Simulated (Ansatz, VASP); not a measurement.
One calculation of Mo3H, two programs

Contents of INCAR:

```
  PREC = Accurate
  ENCUT = 400
  EDIFF = 1E-6
  ISMEAR = 0
  SIGMA = 0.1
  LREAL = False
  LASPH = True
  NELM = 120
  ALGO = Normal
  ISIF = 2
  LWAVE = False
  LCHARG = False
  LDIPOL = True
  IDIPOL = 3
  DIPOL = 0.5 0.5 0.330
  GGA = CA
  NBANDS = 53
  GGA_COMPAT = False
  NELMDL = -8
```

Contents of KPOINTS:

```
regular mesh
0
Gamma
  6 6 1
```

The input POSCAR:

```
Mo3H
1.0
    4.4001385491      0.0000000000      0.0000000000
   -2.2000692746      3.8106317637      0.0000000000
    0.0000000000      0.0000000000     22.2005753775
Mo H
6 2
Direct
    0.6666666667      0.3333333333      0.1801755104
    0.3333333333      0.6666666667      0.2206327735
    0.0000000000      0.0000000000      0.2610900367
    0.6666666667      0.3333333333      0.2983628716
    0.3333333333      0.6666666667      0.3344863264
    0.0000000000      0.0000000000      0.3693857136
   -0.0852245891      0.0000000000      0.4864997953
    0.0852245891      0.0000000000      0.4864997953
```

Input for Ansatz:

```yaml
crystal:
  lattice:
    - [4.4001385491, 0.0, 0.0]
    - [-2.2000692746, 3.8106317637, 0.0]
    - [0.0, 0.0, 22.2005753775]
  atoms:
    - { symbol: Mo, position: [0.6666666667, 0.3333333333, 0.1801755104] }
    - { symbol: Mo, position: [0.3333333333, 0.6666666667, 0.2206327735] }
    - { symbol: Mo, position: [0.0, 0.0, 0.2610900367] }
    - { symbol: Mo, position: [0.6666666667, 0.3333333333, 0.2983628716] }
    - { symbol: Mo, position: [0.3333333333, 0.6666666667, 0.3344863264] }
    - { symbol: Mo, position: [0.0, 0.0, 0.3693857136] }
    - { symbol: H, position: [-0.0852245891, 0.0, 0.4864997953] }
    - { symbol: H, position: [0.0852245891, 0.0, 0.4864997953] }
basis:
  ecutwfc: 420
kpoints:
  mp_grid: { grid: [6, 6, 1] }
hamiltonian:
  xc: lda
  pseudopotentials: { kind: paw, azcp: { folder: soft_1 } }
scf:
  occupations: { method: gaussian, width: 0.1 }
output:
  forces: true
  eigenvalues: true
efield:
  axis: 3
  dipole_correction: true
  ramp_width: 0.04
```

Alike in both runs: task single point; functional LDA; k mesh 6 × 6 × 1; occupations gaussian, width 0.1 eV; no spin polarisation.

|  | VASP | Ansatz |
| --- | --- | --- |
| version | VASP 6.6.1 | Ansatz 0.2.0 |
| potentials or method | VASP PAW LDA potentials, release 64 (Mo_sv, H), cutoff 400 eV | scalar-relativistic, plane waves, PAW |
| valence electrons in the cell | 86 | 86 |

|  | VASP | Ansatz | Ansatz less VASP |
| --- | --- | --- | --- |
| gap on the k mesh at the Fermi level (eV) | none | none | - |
| rms of the force components (eV/Å) | 0.590 | 0.576 | -0.0144 |

Ansatz warns that its potentials were made for another functional, while VASP's fit it. LDA's correlation is that of Perdew and Zunger in VASP and of Perdew and Wang (1992) in Ansatz. Atom by atom the forces differ by 0.043 eV/Å (rms over components). A gap of «none» marks a metal or a gap that the smearing closes.
